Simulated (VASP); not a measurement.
Here is a VASP 6.6.1 calculation.

Contents of INCAR:

```
SYSTEM = Hg
  ALGO = Normal
  EDIFF = 1E-7
  ENCUT = 520
  GGA = PE
  ISIF = 2
  ISMEAR = 0
  LASPH = .True.
  LCHARG = .True.
  LELF = .True.
  LREAL = .False.
  LVHAR = .True.
  LWAVE = .False.
  NBANDS = 19
  NELM = 100
  PREC = Accurate
  SIGMA = 0.02
```

KPOINTS

```
k-points
0
Gamma
  10 6 10
  0 0 0
```

File POSCAR:

```
Hg
1.0
    3.5866218987      0.0000000000     -0.0036831378
    0.0000000000      5.6380358963      0.0000000000
   -1.7894323060      0.0000000000      3.1238572639
Hg
2
Direct
    0.6636584917      0.2500000000      0.8274506808
    0.3363415083      0.7500000000      0.1725493192
```

Potentials or basis: VASP PAW PBE potentials, release 64 (Hg).

The run is started by

```sh
$ cat potpaw_PBE.64/Hg/POTCAR > POTCAR
$ mpirun -np 1 vasp_std > vasp.out
```

Q: Estimate the largest force.

A: 0.004 eV/Å.

Q: What does it give for the band gap on the k mesh?

A: 0.39 eV, indirect (least direct gap 1.39 eV).

Q: Estimate the pressure.

A: 0.0 GPa.

Forces in eV/Å, atoms in the order of the input:
```
Hg   0.000  0.000  0.004
Hg   0.000  0.000 -0.004
```

Caveat: spin-orbit coupling is left out, which moves the levels of the heavy elements. A k mesh can miss the band edges.
